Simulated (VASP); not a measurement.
# CoO in VASP: a series of runs, part 2 of 3

VASP 6.6.1. Earlier steps stand in the parts before.

### 4 Electric field gradients, PBE, collinear spin, ferromagnetic start (atom 2 (O) moved by [0.028868, 0.028868, 0.028868] A)

Input file INCAR:

```
ALGO = Normal ; EDIFF = 1E-8
ENCUT = 520 ; GGA = PE
ISIF = 2 ; ISMEAR = -1
ISPIN = 2 ; LASPH = T
LCHARG = F ; LEFG = T
LMAXMIX = 4 ; LORBIT = 11
LREAL = F ; LWAVE = F
MAGMOM = 2 0 ; NBANDS = 18
NELM = 150 ; PREC = Accurate
SIGMA = 0.05
```

Input file KPOINTS:

```
k-points
0
Gamma
  16 16 16
```

Input file POSCAR:

```
CoO
1.0
    0.0000000000      2.1315000000      2.1315000000
    2.1315000000      0.0000000000      2.1315000000
    2.1315000000      2.1315000000      0.0000000000
Co O
1 1
Direct
    0.0000000000      0.0000000000      0.0000000000
    0.5067717570      0.5067717570      0.5067717570
```

Potentials or basis: VASP PAW PBE potentials, release 64 (Co, O).

Launch:

```console
cat potpaw_PBE.64/Co/POTCAR potpaw_PBE.64/O/POTCAR > POTCAR
mpirun -np 1 vasp_std > vasp.out
```

OUTCAR:

```text
EDIFF = 1E-8
   ENCUT = 520
   GGA = PE
   ISIF = 2
   ISMEAR = -1
   ISPIN = 2
   LASPH = T
   LORBIT = 11
   LREAL = F
   NELM = 150
   PREC = Accurate

 ion  position               nearest neighbor table
   1  0.000  0.000  0.000-   2 2.10   2 2.10   2 2.10   2 2.16   2 2.16   2 2.16
   2  0.507  0.507  0.507-   1 2.10   1 2.10   1 2.10   1 2.16   1 2.16   1 2.16

  LATTYP: Found a face centered cubic cell.
 ALAT       =     4.2630000000

  Lattice vectors:

 A1 = (   0.0000000000,   2.1315000000,   2.1315000000)
 A2 = (   2.1315000000,   0.0000000000,   2.1315000000)
 A3 = (   2.1315000000,   2.1315000000,   0.0000000000)

Analysis of symmetry for initial positions (statically):
=====================================================================
 Subroutine PRICEL returns:
 Original cell was already a primitive cell.

 Routine SETGRP: Setting up the symmetry group for a
 face centered cubic supercell.

 Subroutine GETGRP returns: Found  6 space group operations
 (whereof  6 operations were pure point group operations)
 out of a pool of 48 trial point group operations.

The static configuration has the point symmetry C_3v.

Analysis of symmetry for dynamics (positions and initial velocities):
=====================================================================
 Subroutine PRICEL returns:
 Original cell was already a primitive cell.

 Routine SETGRP: Setting up the symmetry group for a
 face centered cubic supercell.

 Subroutine GETGRP returns: Found  6 space group operations
 (whereof  6 operations were pure point group operations)
 out of a pool of 48 trial point group operations.

The dynamic configuration has the point symmetry C_3v.

Analysis of structural, dynamic, and magnetic symmetry:
=====================================================================
 Subroutine PRICEL returns:
 Original cell was already a primitive cell.

 Routine SETGRP: Setting up the symmetry group for a
 face centered cubic supercell.

 Subroutine GETGRP returns: Found  6 space group operations
 (whereof  6 operations were pure point group operations)
 out of a pool of 48 trial point group operations.

The overall configuration has the point symmetry C_3v.

 Subroutine INISYM returns: Found  6 space group operations
 (whereof  6 operations are pure point group operations),
 and found     1 'primitive' translations

----------------------------------------------------------------------------------------

                                     Primitive cell

  volume of cell :      19.3681

  direct lattice vectors                    reciprocal lattice vectors
     0.000000000  2.131500000  2.131500000    -0.234576589  0.234576589  0.234576589
     2.131500000  0.000000000  2.131500000     0.234576589 -0.234576589  0.234576589
     2.131500000  2.131500000  0.000000000     0.234576589  0.234576589 -0.234576589

  length of vectors
     3.014396208  3.014396208  3.014396208     0.406298571  0.406298571  0.406298571

  position of ions in fractional coordinates (direct lattice)
     0.000000000  0.000000000  0.000000000
[... 107 lines left out ...]
   LEPSILON=     F    determine dielectric tensor
   LRPA    =     F    only Hartree local field effects (RPA)
 spin polarized calculation
  energy-cutoff  :      520.00
  volume of cell :       19.37
 maximum number of plane-waves:       544
   NGX = 11   NGY = 11   NGZ = 11

 number of electron      15.0000003 magnetization       2.9122937

 Free energy of the ion-electron system (eV)
  ---------------------------------------------------
  ext. energy  EPLUGINS =         0.00000000
  ---------------------------------------------------
  free energy    TOTEN  =       -13.06044245 eV

  energy without entropy =      -13.02532765  energy(sigma->0) =      -13.04288505

 E-fermi :   7.8697     XC(G=0): -12.3943

 val. band max:        7.8695542023   @ k =  -0.2500  -0.4375  -0.2500
 cond. band min:       7.8706006885   @ k =   0.3125   0.1875   0.5000
 fundamental gap:      0.0010464862
 Fermi energy:         7.8697100896

 spin component 1

 k-point     1 :       0.0000    0.0000    0.0000
  band No.  band energies     occupation
      1     -12.2958      1.00000
      2       4.4413      1.00000
      3       4.4414      1.00000
      4       4.5526      1.00000
      5       4.7728      1.00000
      6       4.7728      1.00000
[... 493 lines left out ...]
     17      32.8506      0.00000
     18      35.2684      0.00000

 [... further k-points ...]

 spin component 2

 k-point     1 :       0.0000    0.0000    0.0000
  band No.  band energies     occupation
      1     -11.7910      1.00000
      2       5.2966      1.00000
      3       5.2970      1.00000
      4       5.2970      1.00000
      5       6.7908      1.00000
      6       6.7909      1.00000
[... 493 lines left out ...]
     17      33.4467      0.00000
     18      36.1220      0.00000

 [... further k-points ...]

------------------------ aborting loop because EDIFF is reached ----------------------------------------

  FORCE on cell =-STRESS in cart. coord.  units (eV):
  Direction    XX          YY          ZZ          XY          YZ          ZX
  --------------------------------------------------------------------------------------
  -------------------------------------------------------------------------------------
  Total       -0.2574757     -0.2574757     -0.2574757     -0.0094671     -0.0094671     -0.0094671
  in kB      -21.2990811    -21.2990811    -21.2990811     -0.7831417     -0.7831417     -0.7831417
  external PRESSURE =     -21.2990811 kB  Pullay stress =       0.0000000 kB

 VOLUME and BASIS-vectors are now :
 -----------------------------------------------------------------------------
  energy-cutoff  :      520.00
  volume of cell :       19.37
      direct lattice vectors                 reciprocal lattice vectors
     0.000000000  2.131500000  2.131500000    -0.234576589  0.234576589  0.234576589
     2.131500000  0.000000000  2.131500000     0.234576589 -0.234576589  0.234576589
     2.131500000  2.131500000  0.000000000     0.234576589  0.234576589 -0.234576589

 POSITION                                       TOTAL-FORCE (eV/Angst)
 -----------------------------------------------------------------------------------
      0.00000      0.00000      0.00000         0.031805      0.031805      0.031805
      2.16037      2.16037      2.16037        -0.031805     -0.031805     -0.031805
 -----------------------------------------------------------------------------------
    total drift:                                0.000061      0.000061      0.000061

  FREE ENERGIE OF THE ION-ELECTRON SYSTEM (eV)
  ---------------------------------------------------
  free  energy   TOTEN  =       -13.0604424526 eV

  energy  without entropy=      -13.0253276466  energy(sigma->0) =      -13.04288505

 Electric field gradients (V/A^2)
---------------------------------------------------------------------
 ion       V_xx      V_yy      V_zz      V_xy      V_xz      V_yz
---------------------------------------------------------------------
   1      -0.000     0.000    -0.000     0.774     0.774     0.774
   2      -0.000    -0.000    -0.000    -0.180    -0.180    -0.180
---------------------------------------------------------------------

 Electric field gradients after diagonalization (V/A^2)
 (convention: |V_zz| > |V_xx| > |V_yy|)
----------------------------------------------------------------------
 ion       V_xx      V_yy      V_zz     asymmetry (V_yy - V_xx)/ V_zz
----------------------------------------------------------------------
   1      -0.774    -0.774     1.549       0.000
   2       0.180     0.180    -0.361       0.000
----------------------------------------------------------------------

           NMR quadrupolar parameters

 Cq : quadrupolar parameter    Cq=e*Q*V_zz/h
 eta: asymmetry parameters     (V_yy - V_xx)/ V_zz
 Q  : nuclear electric quadrupole moment in mb (millibarn)
----------------------------------------------------------------------
 ion       Cq(MHz)       eta       Q (mb)
----------------------------------------------------------------------
   1       0.004       0.000       1.000
   2      -0.001       0.000       1.000
----------------------------------------------------------------------

 total charge

# of ion       s       p       d       tot
------------------------------------------
    1        0.294   0.356   7.142   7.792
    2        1.556   3.423   0.000   4.979
--------------------------------------------------
tot          1.850   3.779   7.142  12.771

 magnetization (x)

# of ion       s       p       d       tot
------------------------------------------
    1        0.020   0.018   2.522   2.561
    2        0.029   0.272   0.000   0.300
--------------------------------------------------
tot          0.049   0.290   2.522   2.861
```

OSZICAR:

```text
N       E                     dE             d eps       ncg     rms          rms(c)
DAV:   1     0.776665801994E+02    0.77667E+02   -0.65686E+03 31082   0.955E+02
DAV:   2    -0.105755274644E+02   -0.88242E+02   -0.76343E+02 31666   0.221E+02
[... 11 lines left out ...]
DAV:  14    -0.130604414119E+02    0.60822E-05   -0.48881E-06 41190   0.257E-02    0.199E-02
DAV:  15    -0.130604423671E+02   -0.95515E-06   -0.36499E-06 43018   0.347E-02    0.932E-03
DAV:  16    -0.130604425220E+02   -0.15497E-06   -0.26761E-06 42776   0.243E-02    0.350E-03
DAV:  17    -0.130604424946E+02    0.27394E-07   -0.34965E-07 38262   0.659E-03    0.156E-03
DAV:  18    -0.130604424566E+02    0.38007E-07   -0.46615E-08 31704   0.216E-03    0.435E-04
DAV:  19    -0.130604424526E+02    0.40436E-08   -0.78626E-09 17520   0.920E-04
   1 F= -.13060442E+02 E0= -.13042885E+02  d E =-.351148E-01  mag=     2.9123
```

Wall time 5.4 min (1 thread of Intel Xeon Platinum 8375C at 2.90GHz (Ice Lake), shared host); peak memory 0.33 GiB.

Results:

```yaml
Free_energy: -13.0604 eV
Pressure: -2.1 GPa
Largest_force: 0.055 eV/Å
Net_moment: 2.91 μB per cell
Site_moments: Co +2.56; O +0.30 μB
Largest_electric_field_gradient_by_atom: Co +1.5; O -0.4 V/Å²
Valence_electrons_inside_the_program's_atomic_spheres: Co 7.79; O 4.98
```

Forces on the atoms (eV/Å):
```
Co   0.032  0.032  0.032
O   -0.032 -0.032 -0.032
```

Levels at points of the mesh, in eV from the Fermi level:
Spin up:
```csv
k point,band 5,band 6,band 7,band 8,band 9,band 10,band 11,band 12,band 13,band 14
"(0.00, 0.00, 0.00)",-3.10,-3.10,-2.88,-2.88,-2.84,0.99,16.84,18.12,18.12,18.12
"(0.50, 0.00, 0.00)",-2.36,-2.35,-1.79,0.09,0.10,5.09,9.31,13.45,13.45,20.44
"(0.50, 0.50, 0.50)",-2.34,-2.34,-1.80,0.11,0.11,5.08,9.31,13.44,13.44,20.44
"(0.50, 0.50, 0.00)",-3.82,-2.89,-2.42,-2.07,-2.06,5.85,9.83,11.66,15.74,15.76
```
Spin down:
```tsv
k point	band 4	band 5	band 6	band 7	band 8	band 9
(0.00, 0.00, 0.00)	-2.57	-1.08	-1.08	-1.03	0.10	0.10
(0.50, 0.00, 0.00)	-4.58	-0.12	-0.12	0.18	2.67	2.69
(0.50, 0.50, 0.50)	-4.60	-0.12	-0.12	0.19	2.70	2.70
(0.50, 0.50, 0.00)	-3.80	-2.17	0.13	0.13	0.55	0.99
```

Electric field gradients, principal values (V/Å²):
```csv
atom,least,middle,greatest (by size)
1 Co,-0.774,-0.774,1.549
2 O,0.180,0.180,-0.361
```

Caveat: the cell differs from its parent crystal (atom 2 (O) moved by [0.028868, 0.028868, 0.028868] A); without QUAD_EFG the Cq values of the log hold for a quadrupole moment of 1 mb, not for the nuclei; a cell with one magnetic atom can't hold antiferromagnetic order, which such compounds often take; semilocal functionals often make such compounds metallic where correlation or magnetic order opens a gap, which also shifts bond lengths.

### 5 Electric field gradients, PBE, collinear spin, ferromagnetic start (zz strain of +1 %)

Input file INCAR:

```
SYSTEM = CoO
  PREC = Accurate
  ENCUT = 520
  EDIFF = 1E-8
  ISMEAR = -1
  SIGMA = 0.05
  LREAL = .False.
  LASPH = .True.
  NELM = 150
  ALGO = Normal
  ISIF = 2
  LWAVE = .False.
  LCHARG = .False.
  ISPIN = 2
  MAGMOM = 2 0
  LORBIT = 11
  LMAXMIX = 4
  GGA = PE
  LEFG = .True.
  NBANDS = 18
```

Input file KPOINTS:

```
Automatic mesh
0
Gamma
  16 16 16
  0 0 0
```

Input file POSCAR:

```
CoO
1.0
    0.0000000000      2.1315000000      2.1528150000
    2.1315000000      0.0000000000      2.1528150000
    2.1315000000      2.1315000000      0.0000000000
Co O
1 1
Direct
    0.0000000000      0.0000000000      0.0000000000
    0.5000000000      0.5000000000      0.5000000000
```

Potentials or basis: VASP PAW PBE potentials, release 64 (Co, O).

Launch:

```console
cat potpaw_PBE.64/Co/POTCAR potpaw_PBE.64/O/POTCAR > POTCAR
mpirun -np 1 vasp_std > vasp.out
```

OUTCAR:

```text
SYSTEM = CoO
   PREC = Accurate
   ENCUT = 520
   EDIFF = 1E-8
   ISMEAR = -1
   LREAL = .False.
   LASPH = .True.
   NELM = 150
   ISIF = 2
   ISPIN = 2
   LORBIT = 11
   GGA = PE

 ion  position               nearest neighbor table
   1  0.000  0.000  0.000-   2 2.13   2 2.13   2 2.13   2 2.13   2 2.15   2 2.15
   2  0.500  0.500  0.500-   1 2.13   1 2.13   1 2.13   1 2.13   1 2.15   1 2.15

  LATTYP: Found a body centered tetragonal cell.
 ALAT       =     3.0143962082
 C/A-ratio  =     1.4283556980

  Lattice vectors:

 A1 = (  -2.1315000000,   0.0000000000,   2.1528150000)
 A2 = (   2.1315000000,   0.0000000000,   2.1528150000)
 A3 = (   0.0000000000,   2.1315000000,  -2.1528150000)

Analysis of symmetry for initial positions (statically):
=====================================================================
 Subroutine PRICEL returns:
 Original cell was already a primitive cell.

 Routine SETGRP: Setting up the symmetry group for a
 body centered tetragonal supercell.

 Subroutine GETGRP returns: Found 16 space group operations
 (whereof 16 operations were pure point group operations)
 out of a pool of 16 trial point group operations.

The static configuration has the point symmetry D_4h.

Analysis of symmetry for dynamics (positions and initial velocities):
=====================================================================
 Subroutine PRICEL returns:
 Original cell was already a primitive cell.

 Routine SETGRP: Setting up the symmetry group for a
 body centered tetragonal supercell.
[... 1193 lines left out ...]
  --------------------------------------------------------------------------------------
  -------------------------------------------------------------------------------------
  Total       -0.4720933     -0.4720933     -0.4742767      0.0000000      0.0000000      0.0000000
  in kB      -38.6661620    -38.6661620    -38.8449890      0.0000000      0.0000000      0.0000000
  external PRESSURE =     -38.7257710 kB  Pullay stress =       0.0000000 kB

 VOLUME and BASIS-vectors are now :
 -----------------------------------------------------------------------------
  energy-cutoff  :      520.00
  volume of cell :       19.56
      direct lattice vectors                 reciprocal lattice vectors
     0.000000000  2.131500000  2.152815000    -0.234576589  0.234576589  0.232254049
     2.131500000  0.000000000  2.152815000     0.234576589 -0.234576589  0.232254049
     2.131500000  2.131500000  0.000000000     0.234576589  0.234576589 -0.232254049

 POSITION                                       TOTAL-FORCE (eV/Angst)
 -----------------------------------------------------------------------------------
      0.00000      0.00000      0.00000         0.000000     -0.000000     -0.000000
      2.13150      2.13150      2.15281        -0.000000      0.000000      0.000000
 -----------------------------------------------------------------------------------
    total drift:                                0.000000     -0.000000     -0.000000

  FREE ENERGIE OF THE ION-ELECTRON SYSTEM (eV)
  ---------------------------------------------------
  free  energy   TOTEN  =       -13.0582885922 eV

  energy  without entropy=      -13.0232264162  energy(sigma->0) =      -13.04075750

 Electric field gradients (V/A^2)
---------------------------------------------------------------------
 ion       V_xx      V_yy      V_zz      V_xy      V_xz      V_yz
---------------------------------------------------------------------
   1       3.179     3.179    -6.358     0.002     0.001     0.001
   2       0.799     0.799    -1.599    -0.003    -0.002    -0.002
---------------------------------------------------------------------

 Electric field gradients after diagonalization (V/A^2)
 (convention: |V_zz| > |V_xx| > |V_yy|)
----------------------------------------------------------------------
 ion       V_xx      V_yy      V_zz     asymmetry (V_yy - V_xx)/ V_zz
----------------------------------------------------------------------
   1       3.181     3.177    -6.358       0.001
   2       0.802     0.797    -1.599       0.003
----------------------------------------------------------------------

           NMR quadrupolar parameters

 Cq : quadrupolar parameter    Cq=e*Q*V_zz/h
 eta: asymmetry parameters     (V_yy - V_xx)/ V_zz
 Q  : nuclear electric quadrupole moment in mb (millibarn)
----------------------------------------------------------------------
 ion       Cq(MHz)       eta       Q (mb)
----------------------------------------------------------------------
   1      -0.015       0.001       1.000
   2      -0.004       0.003       1.000
----------------------------------------------------------------------

 total charge

# of ion       s       p       d       tot
------------------------------------------
    1        0.291   0.348   7.133   7.772
    2        1.556   3.418   0.000   4.974
--------------------------------------------------
tot          1.847   3.767   7.133  12.746

 magnetization (x)

# of ion       s       p       d       tot
------------------------------------------
    1        0.020   0.017   2.536   2.574
    2        0.028   0.275   0.000   0.303
--------------------------------------------------
tot          0.049   0.292   2.536   2.877
```

It took 9.5 min on 1 thread of Oxide Virtual Turin-like, shared host; peak memory 0.27 GiB.

What came out:

* Free energy: -13.0583 eV
* Pressure: -3.9 GPa
* Net moment: 2.93 μB per cell
* Site moments: Co +2.57; O +0.30 μB
* Largest electric field gradient by atom: Co -6.4; O -1.6 V/Å²
* Valence electrons inside the program's atomic spheres: Co 7.77; O 4.97

Electric field gradients, principal values (V/Å²):
```csv
atom,least,middle,greatest (by size)
1 Co,3.177,3.181,-6.358
2 O,0.797,0.802,-1.599
```

Caveat: the cell differs from its parent crystal (zz strain of +1 %); the cell stands under tension; without QUAD_EFG the Cq values of the log hold for a quadrupole moment of 1 mb, not for the nuclei; a cell with one magnetic atom can't hold antiferromagnetic order, which such compounds often take; semilocal functionals often make such compounds metallic where correlation or magnetic order opens a gap, which also shifts bond lengths.

(Continued in part 3 of 3.)
